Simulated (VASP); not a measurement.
# AlN (P6_3mc) in VASP: further runs

AlN is run at these levels: PBE; tasks: single point.

All numbers are computed with VASP 6.6.1; they aren't measurements. Logs are shortened: lines on timing, memory, paths and dates and some standing lists are left out, and cuts for length are marked.

### 1 The cell of the first run

The structure is hexagonal, space group P6_3mc (No. 186). Conventional cell: a = 3.075 Å, b = 3.075 Å, c = 5.105 Å, α = 90.00°, β = 90.00°, γ = 120.00°. Within 2.5 Å of Al (site symmetry 3m) lie 4 N at 1.88 to 1.94 Å. Within 2.5 Å of N (site symmetry 3m) lie 4 Al at 1.88 to 1.94 Å.

### 2 Single point, PBE

Contents of INCAR:

```
SYSTEM = AlN
PREC     = Accurate       ! precision mode
ENCUT    = 600            ! plane-wave cutoff, eV
EDIFF    = 1E-6           ! SCF threshold, eV
ISMEAR   = 0              ! smearing method
SIGMA    = 0.05           ! smearing width, eV
LREAL    = .FALSE.        ! projectors in reciprocal space
LASPH    = .TRUE.         ! aspherical terms in the spheres
NELM     = 120            ! most SCF steps
ALGO     = Normal         ! electronic algorithm
ISIF     = 2              ! what is computed and relaxed
LWAVE    = .FALSE.        ! write WAVECAR
LCHARG   = .FALSE.        ! write CHGCAR
GGA      = PE             ! functional
NBANDS   = 16             ! bands
GGA_COMPAT= .FALSE.
```

Contents of KPOINTS:

```
Automatic mesh
0
G
  7 7 4
  0 0 0
```

Contents of POSCAR:

```
AlN
1.0
    3.0750327976      0.0000000000      0.0000000000
   -1.5375163988      2.6630594026      0.0000000000
    0.0000000000      0.0000000000      5.1047594133
Al N
2 2
Direct
    0.3333333333      0.6666666667      0.0000000000
    0.6666666667      0.3333333333      0.5000000000
    0.3333333333      0.6666666667      0.3800000000
    0.6666666667      0.3333333333      0.8800000000
```

Potentials or basis: VASP PAW PBE potentials, release 64 (Al, N).

Run with:

```sh
cat potpaw_PBE.64/Al/POTCAR potpaw_PBE.64/N/POTCAR > POTCAR
mpirun -np 1 vasp_std > vasp.out
```

OUTCAR:

```text
SYSTEM = AlN
   PREC = Accurate
   ENCUT = 600
   EDIFF = 1E-6
   ISMEAR = 0
   LREAL = .FALSE.
   LASPH = .TRUE.
   NELM = 120
   ISIF = 2
   GGA = PE

 ion  position               nearest neighbor table
   1  0.333  0.667  0.000-   4 1.88   4 1.88   4 1.88   3 1.94   2 3.11   2 3.11   2 3.11   2 3.11
                             2 3.11   2 3.11
   2  0.667  0.333  0.500-   3 1.88   3 1.88   3 1.88   4 1.94   1 3.11   1 3.11   1 3.11   1 3.11
                             1 3.11   1 3.11
   3  0.333  0.667  0.380-   2 1.88   2 1.88   2 1.88   1 1.94
   4  0.667  0.333  0.880-   1 1.88   1 1.88   1 1.88   2 1.94

  LATTYP: Found a hexagonal cell.
 ALAT       =     3.0750327976
 C/A-ratio  =     1.6600666560

  Lattice vectors:

 A1 = (   3.0750327976,   0.0000000000,   0.0000000000)
 A2 = (  -1.5375163988,   2.6630594026,   0.0000000000)
 A3 = (   0.0000000000,   0.0000000000,   5.1047594133)

Analysis of symmetry for initial positions (statically):
=====================================================================
 Subroutine PRICEL returns:
 Original cell was already a primitive cell.

 Routine SETGRP: Setting up the symmetry group for a
 hexagonal supercell.

 Subroutine GETGRP returns: Found 12 space group operations
 (whereof  6 operations were pure point group operations)
 out of a pool of 24 trial point group operations.

The static configuration has the point symmetry C_3v.
 The point group associated with its full space group is C_6v.

Analysis of symmetry for dynamics (positions and initial velocities):
=====================================================================
 Subroutine PRICEL returns:
 Original cell was already a primitive cell.

 Routine SETGRP: Setting up the symmetry group for a
 hexagonal supercell.

 Subroutine GETGRP returns: Found 12 space group operations
 (whereof  6 operations were pure point group operations)
 out of a pool of 24 trial point group operations.

The dynamic configuration has the point symmetry C_3v.
 The point group associated with its full space group is C_6v.

 Subroutine INISYM returns: Found 12 space group operations
 (whereof  6 operations are pure point group operations),
 and found     1 'primitive' translations

----------------------------------------------------------------------------------------

                                     Primitive cell

  volume of cell :      41.8028

  direct lattice vectors                    reciprocal lattice vectors
     3.075032798  0.000000000  0.000000000     0.325199783  0.187753979  0.000000000
    -1.537516399  2.663059403  0.000000000     0.000000000  0.375507959  0.000000000
     0.000000000  0.000000000  5.104759413     0.000000000  0.000000000  0.195895618

  length of vectors
     3.075032798  3.075035294  5.104759413     0.375508263  0.375507959  0.195895618

  position of ions in fractional coordinates (direct lattice)
     0.333333333  0.666666667  0.000000000
     0.666666667  0.333333333  0.500000000
     0.333333333  0.666666667  0.380000000
     0.666666667  0.333333333  0.880000000

  ion indices of the primitive-cell ions
   primitive index   ion index
                 1           1
                 2           2
                 3           3
                 4           4

----------------------------------------------------------------------------------------

 KPOINTS: Automatic mesh

Automatic generation of k-mesh.
 Grid dimensions read from file:
 generate k-points for:    7    7    4

 Generating k-lattice:

  Cartesian coordinates                     Fractional coordinates (reciprocal lattice)
     0.046457112  0.026821997  0.000000000     0.142857143 -0.000000000  0.000000000
     0.000000000  0.053643994  0.000000000     0.000000000  0.142857143  0.000000000
     0.000000000  0.000000000  0.048973904     0.000000000  0.000000000  0.250000000

  Length of vectors
     0.053644038  0.053643994  0.048973904

  Shift w.r.t. Gamma in fractional coordinates (k-lattice)
     0.000000000  0.000000000  0.000000000

 Subroutine IBZKPT returns following result:
 ===========================================

 Found     24 irreducible k-points:

 Following reciprocal coordinates:
            Coordinates               Weight
  0.000000  0.000000  0.000000      1.000000
  0.142857  0.000000  0.000000      6.000000
  0.285714  0.000000  0.000000      6.000000
  0.428571  0.000000  0.000000      6.000000
  0.142857  0.142857  0.000000      6.000000
  0.285714  0.142857  0.000000     12.000000
[... 16 lines left out ...]
  0.428571  0.142857  0.500000      6.000000
  0.285714  0.285714  0.500000      6.000000
   k-points           NKPTS =     24   k-points in BZ     NKDIM =     24   number of bands    NBANDS=     16
   number of dos      NEDOS =    301   number of ions     NIONS =      4
   total plane-waves  NPLWV =  32928
   dimension x,y,z NGX =    28 NGY =   28 NGZ =   42
   dimension x,y,z NGXF=    56 NGYF=   56 NGZF=   84
   ions per type =               2   2
   NGX,Y,Z   is equivalent  to a cutoff of  15.14, 15.14, 13.68 a.u.
   NGXF,Y,Z  is equivalent  to a cutoff of  30.28, 30.28, 27.36 a.u.
 SYSTEM =  AlN
   PREC   = accura    normal or accurate (medium, high low for compatibility)
   ISTART =      0    job   : 0-new  1-cont  2-samecut
   ICHARG =      2    charge: 1-file 2-atom 10-const
   ISPIN  =      1    spin polarized calculation?
   LNONCOLLINEAR =      F non collinear calculations
   LSORBIT =      F    spin-orbit coupling
   LASPH  =      T    aspherical Exc in radial PAW
   ENCUT  =  600.0 eV  44.10 Ry    6.64 a.u.   6.14  6.14 10.20*2*pi/ulx,y,z
   NELM   =    120;   NELMIN=  2; NELMDL= -5     # of ELM steps
   EDIFF  = 0.1E-05   stopping-criterion for ELM
   LREAL  =      F    real-space projection
   EDIFFG = 0.1E-04   stopping-criterion for IOM
   NSW    =      0    number of steps for IOM
   IBRION =     -1    ionic relax: 0-MD 1-quasi-New 2-CG
   NFREE  =      0    steps in history (QN), initial steepest desc. (CG)
   ISIF   =      2    stress and relaxation
   ISYM   =      2    0-nonsym 1-usesym 2-fastsym
   POTIM  = 0.5000    time-step for ionic-motion
   TEBEG  =    0.0;   TEEND  =   0.0 temperature during run
   PSTRESS=    0.0 pullay stress
   NELECT =      16.0000    total number of electrons
   NUPDOWN=      -1.0000    fix difference up-down
   EMIN   =  10.00;   EMAX   =-10.00  energy-range for DOS
   EFERMI =   0.00;   METHOD = LEGACY
   ISMEAR =     0;   SIGMA  =   0.05  broadening in eV -4-tet -1-fermi 0-gaus
   EFERMI_NEDOS =   21; number of points for ismear=-14 and -15
   IALGO  =     38    algorithm
   IMIX   =      4    mixing-type and parameters
     AMIX     =   0.40;   BMIX     =  1.00
     AMIX_MAG =   1.60;   BMIX_MAG =  1.00
  volume/ion in A,a.u.               =      10.45        70.52
  Fermi-wavevector in a.u.,A,eV,Ry     =   1.188629  2.246182 19.222829  1.412838
  Thomas-Fermi vector in A             =   2.324754
   LORBIT       =      0    0 simple, 1 ext, 2 COOP (PROOUT), +10 PAW based schemes
   GGA     = PE    functional components
   LHFCALC =     F    Hartree Fock is set to
   AEXX    =    0.0000 exact exchange contribution
   IVDW    =     0    specifies the selected vdW correction
   LEPSILON=     F    determine dielectric tensor
   LRPA    =     F    only Hartree local field effects (RPA)
 non-spin polarized calculation
 Gauss-broadening in eV      SIGMA  =   0.05
  energy-cutoff  :      600.00
  volume of cell :       41.80
 maximum number of plane-waves:      1410
 NGX is ok and might be reduce to    28

 number of electron      15.9999999 magnetization

 Free energy of the ion-electron system (eV)
  ---------------------------------------------------
  ext. energy  EPLUGINS =         0.00000000
  ---------------------------------------------------
  free energy    TOTEN  =       -29.73647179 eV

  energy without entropy =      -29.73647179  energy(sigma->0) =      -29.73647179

 E-fermi :   6.2207     XC(G=0): -10.9081

 val. band max:        5.9910502736   @ k =   0.0000   0.0000   0.0000
 cond. band min:      10.2828998131   @ k =   0.0000   0.0000   0.0000
 fundamental gap:      4.2918495395
 Fermi energy:         6.2206826346

 k-point     1 :       0.0000    0.0000    0.0000
  band No.  band energies     occupation
      1      -9.0380      2.00000
      2      -7.0457      2.00000
      3       0.0488      2.00000
      4       5.4332      2.00000
      5       5.4332      2.00000
      6       5.9874      2.00000
[... 8 lines left out ...]
     15      19.4709      0.00000
     16      19.4710      0.00000

 k-point     2 :       0.1429    0.0000    0.0000
  band No.  band energies     occupation
      1      -8.7734      2.00000
      2      -6.8862      2.00000
      3       0.3670      2.00000
      4       4.3042      2.00000
      5       4.9388      2.00000
      6       5.1303      2.00000
[... 8 lines left out ...]
     15      18.9150      0.00000
     16      19.2689      0.00000

 k-point     3 :       0.2857    0.0000    0.0000
  band No.  band energies     occupation
      1      -8.0568      2.00000
      2      -6.5307      2.00000
      3       1.2654      2.00000
      4       2.2680      2.00000
      5       3.2482      2.00000
      6       4.6014      2.00000
[... 8 lines left out ...]
     15      17.9930      0.00000
     16      20.2020      0.00000

 k-point     4 :       0.4286    0.0000    0.0000
  band No.  band energies     occupation
      1      -7.2104      2.00000
      2      -6.3559      2.00000
      3       0.8634      2.00000
      4       2.0308      2.00000
      5       2.4932      2.00000
      6       4.2524      2.00000
[... 8 lines left out ...]
     15      18.7515      0.00000
     16      21.0095      0.00000
[... 324 lines left out ...]
 k-point    22 :       0.2857    0.1429    0.5000
  band No.  band energies     occupation
      1      -6.9390      2.00000
      2      -6.9390      2.00000
      3       1.3142      2.00000
      4       1.3142      2.00000
      5       3.9432      2.00000
      6       3.9432      2.00000
[... 8 lines left out ...]
     15      19.3981      0.00000
     16      19.3981      0.00000

 k-point    23 :       0.4286    0.1429    0.5000
  band No.  band energies     occupation
      1      -6.6084      2.00000
      2      -6.6084      2.00000
      3       0.7843      2.00000
      4       0.7843      2.00000
      5       3.6702      2.00000
      6       3.6702      2.00000
[... 8 lines left out ...]
     15      19.8481      0.00000
     16      19.8481      0.00000

 k-point    24 :       0.2857    0.2857    0.5000
  band No.  band energies     occupation
      1      -6.5416      2.00000
      2      -6.5416      2.00000
      3       1.2480      2.00000
      4       1.2480      2.00000
      5       2.6844      2.00000
      6       2.6844      2.00000
[... 8 lines left out ...]
     15      19.6647      0.00000
     16      19.6647      0.00000

------------------------ aborting loop because EDIFF is reached ----------------------------------------

  FORCE on cell =-STRESS in cart. coord.  units (eV):
  Direction    XX          YY          ZZ          XY          YZ          ZX
  --------------------------------------------------------------------------------------
  -------------------------------------------------------------------------------------
  Total        2.1625985      2.1626032     -1.3024923      0.0000000      0.0000000      0.0000000
  in kB       82.8858877     82.8860671    -49.9206084      0.0000000      0.0000000      0.0000000
  external PRESSURE =      38.6171155 kB  Pullay stress =       0.0000000 kB

 VOLUME and BASIS-vectors are now :
 -----------------------------------------------------------------------------
  energy-cutoff  :      600.00
  volume of cell :       41.80
      direct lattice vectors                 reciprocal lattice vectors
     3.075032798  0.000000000  0.000000000     0.325199783  0.187753979  0.000000000
    -1.537516399  2.663059403  0.000000000     0.000000000  0.375507959  0.000000000
     0.000000000  0.000000000  5.104759413     0.000000000  0.000000000  0.195895618

 POSITION                                       TOTAL-FORCE (eV/Angst)
 -----------------------------------------------------------------------------------
     -0.00000      1.77537      0.00000         0.000000      0.000000      0.266808
      1.53752      0.88769      2.55238        -0.000000      0.000000      0.266808
     -0.00000      1.77537      1.93981         0.000000      0.000000     -0.266808
      1.53752      0.88769      4.49219        -0.000000     -0.000000     -0.266808
 -----------------------------------------------------------------------------------
    total drift:                               -0.000000      0.000000     -0.000752

  FREE ENERGIE OF THE ION-ELECTRON SYSTEM (eV)
  ---------------------------------------------------
  free  energy   TOTEN  =       -29.7364717942 eV

  energy  without entropy=      -29.7364717942  energy(sigma->0) =      -29.73647179
```

Wall time 15 s (1 thread of Intel Xeon Platinum 8488C (Sapphire Rapids), shared host); peak memory 0.17 GiB.

What came out:

```
Free energy            : -29.7365 eV
Pressure               : 3.9 GPa
Largest force          : 0.267 eV/Å
Band gap on the k mesh : 4.29 eV
```

Forces on the atoms (eV/Å):
```
Al   0.000  0.000  0.267
Al   0.000  0.000  0.267
N    0.000  0.000 -0.267
N    0.000  0.000 -0.267
```

Stress tensor (GPa, compression positive):
```
 8.29  0.00  0.00
 0.00  8.29  0.00
 0.00  0.00 -4.99
```

Caveat: the stress differs along the axes, from -5 to 8 GPa.

### 3 Single point, PBE

This run uses another cell than the first one, of the same volume but with other edges.

Contents of INCAR:

```
SYSTEM = AlN
PREC = Accurate
ENCUT = 600
EDIFF = 1E-6
ISMEAR = 0
SIGMA = 0.05
LREAL = .FALSE.
LASPH = .TRUE.
NELM = 120
ALGO = Normal
ISIF = 2
LWAVE = .FALSE.
LCHARG = .FALSE.
GGA = PE
NBANDS = 16
GGA_COMPAT = .FALSE.
```

Contents of KPOINTS:

```
regular mesh
0
G
  7 7 4
  0 0 0
```

Contents of POSCAR:

```
AlN
1.0
    3.0388525827      0.0000000000      0.0000000000
   -1.5194262913      2.6317263835      0.0000000000
    0.0000000000      0.0000000000      5.2270363212
Al N
2 2
Direct
    0.3333333333      0.6666666667      0.0000000000
    0.6666666667      0.3333333333      0.5000000000
    0.3333333333      0.6666666667      0.3800000000
    0.6666666667      0.3333333333      0.8800000000
```

Potentials or basis: VASP PAW PBE potentials, release 64 (Al, N).

Run with:

```sh
cat potpaw_PBE.64/Al/POTCAR potpaw_PBE.64/N/POTCAR > POTCAR
mpirun -np 1 vasp_std > vasp.out
```

OUTCAR:

```text
SYSTEM = AlN
   PREC = Accurate
   ENCUT = 600
   EDIFF = 1E-6
   ISMEAR = 0
   LREAL = .FALSE.
   LASPH = .TRUE.
   NELM = 120
   ISIF = 2
   GGA = PE

 ion  position               nearest neighbor table
   1  0.333  0.667  0.000-   4 1.86   4 1.86   4 1.86   3 1.99   2 3.15   2 3.15   2 3.15   2 3.15
                             2 3.15   2 3.15
   2  0.667  0.333  0.500-   3 1.86   3 1.86   3 1.86   4 1.99   1 3.15   1 3.15   1 3.15   1 3.15
                             1 3.15   1 3.15
   3  0.333  0.667  0.380-   2 1.86   2 1.86   2 1.86   1 1.99
   4  0.667  0.333  0.880-   1 1.86   1 1.86   1 1.86   2 1.99

[... 657 lines left out ...]
  -------------------------------------------------------------------------------------
  Total        3.6639734      3.6639813     -3.4173144      0.0000000      0.0000000      0.0000000
  in kB      140.4290654    140.4293694   -130.9753716      0.0000000      0.0000000      0.0000000
  external PRESSURE =      49.9610211 kB  Pullay stress =       0.0000000 kB

 VOLUME and BASIS-vectors are now :
 -----------------------------------------------------------------------------
  energy-cutoff  :      600.00
  volume of cell :       41.80
      direct lattice vectors                 reciprocal lattice vectors
     3.038852583  0.000000000  0.000000000     0.329071573  0.189989356  0.000000000
    -1.519426291  2.631726384  0.000000000     0.000000000  0.379978711  0.000000000
     0.000000000  0.000000000  5.227036321     0.000000000  0.000000000  0.191313000

 POSITION                                       TOTAL-FORCE (eV/Angst)
 -----------------------------------------------------------------------------------
     -0.00000      1.75448      0.00000        -0.000000      0.000000      0.536509
      1.51943      0.87724      2.61352         0.000000     -0.000000      0.536509
     -0.00000      1.75448      1.98627        -0.000000     -0.000000     -0.536509
      1.51943      0.87724      4.59979         0.000000      0.000000     -0.536509
 -----------------------------------------------------------------------------------
    total drift:                                0.000000      0.000000     -0.000440

  FREE ENERGIE OF THE ION-ELECTRON SYSTEM (eV)
  ---------------------------------------------------
  free  energy   TOTEN  =       -29.6114063783 eV

  energy  without entropy=      -29.6114063783  energy(sigma->0) =      -29.61140638
```

stdout:

```text
POSCAR found type information on POSCAR AlN
 POSCAR found :  2 types and       4 ions
 scaLAPACK will be used
 LDA part: xc-table for (Slater+PW92), standard interpolation
 POSCAR, INCAR and KPOINTS ok, starting setup
 FFT: planning ... GRIDC
 FFT: planning ... GRID_SOFT
 FFT: planning ... GRID
 WAVECAR not read
 entering main loop
```

Wall time 10 s (1 thread of Intel Xeon Platinum 8488C (Sapphire Rapids), shared host); peak memory 0.16 GiB.

What came out:

| Item | Value |
| --- | --- |
| Free energy | -29.6114 eV |
| Pressure | 5.0 GPa |
| Largest force | 0.537 eV/Å |
| Band gap on the k mesh | 4.11 eV |

Forces in eV/Å, atoms in the order of the input:
```
Al   0.000  0.000  0.537
Al   0.000  0.000  0.537
N    0.000  0.000 -0.537
N    0.000  0.000 -0.537
```

Levels at points of the mesh, in eV from the valence-band top:
| k point | band 4 | band 5 | band 6 | band 7 | band 8 | band 9 | band 10 | band 11 | band 12 | band 13 |
| --- | --- | --- | --- | --- | --- | --- | --- | --- | --- | --- |
| (0.00, 0.00, 0.00) | -0.47 | -0.47 | -0.20 | 0.00 | 0.00 | 4.11 | 7.47 | 10.31 | 11.95 | 11.95 |
| (0.00, 0.00, 0.50) | -3.55 | -0.24 | -0.24 | -0.24 | -0.24 | 6.78 | 6.78 | 10.13 | 10.13 | 12.25 |

Caveat: the stress differs along the axes, from -13 to 14 GPa.

### 4 Single point, PBE

This run uses another cell than the first one, of the same volume but with other edges.

Contents of INCAR:

```
  PREC = Accurate
  ENCUT = 600
  EDIFF = 1E-6
  ISMEAR = 0
  SIGMA = 0.05
  LREAL = F
  LASPH = T
  NELM = 120
  ALGO = Normal
  ISIF = 2
  LWAVE = F
  LCHARG = F
  GGA = PE
  NBANDS = 16
  GGA_COMPAT = F
```

Contents of KPOINTS:

```
regular mesh
0
Gamma
  7 7 4
```

Contents of POSCAR:

```
AlN
1.0
    3.0043171767      0.0000000000      0.0000000000
   -1.5021585883      2.6018178122      0.0000000000
    0.0000000000      0.0000000000      5.3478993064
Al N
2 2
Direct
    0.3333333333      0.6666666667      0.0000000000
    0.6666666667      0.3333333333      0.5000000000
    0.3333333333      0.6666666667      0.3800000000
    0.6666666667      0.3333333333      0.8800000000
```

Run with:

```sh
cat potpaw_PBE.64/Al/POTCAR potpaw_PBE.64/N/POTCAR > POTCAR
mpirun -np 1 vasp_std > vasp.out
```

Wall time 11 s (1 thread of Intel Xeon Platinum 8488C (Sapphire Rapids), shared host); peak memory 0.16 GiB.

Results (log left out):

```
Free energy            : -29.4107 eV
Pressure               : 6.7 GPa
Largest force          : 0.708 eV/Å
Band gap on the k mesh : 3.85 eV
```

Forces in eV/Å, atoms in the order of the input:
```
Al   0.000  0.000  0.708
Al   0.000  0.000  0.708
N    0.000  0.000 -0.708
N    0.000  0.000 -0.708
```

Stress tensor (GPa, compression positive):
```
 20.01   0.00   0.00
  0.00  20.01   0.00
  0.00   0.00 -20.04
```

Levels at points of the mesh, in eV from the valence-band top:
```
           k point  band 5  band 6  band 7  band 8  band 9  band 10  band 11  band 12
(0.00, 0.00, 0.00)   -0.40   -0.40    0.00    0.00    3.85     7.76    10.04    11.50
(0.00, 0.00, 0.50)   -0.20   -0.20   -0.20   -0.20    6.75     6.75     9.99     9.99
```

Caveat: the stress differs along the axes, from -20 to 20 GPa. As with any semilocal functional, this PBE gap is likely too small.

[end of part 1 of 2]
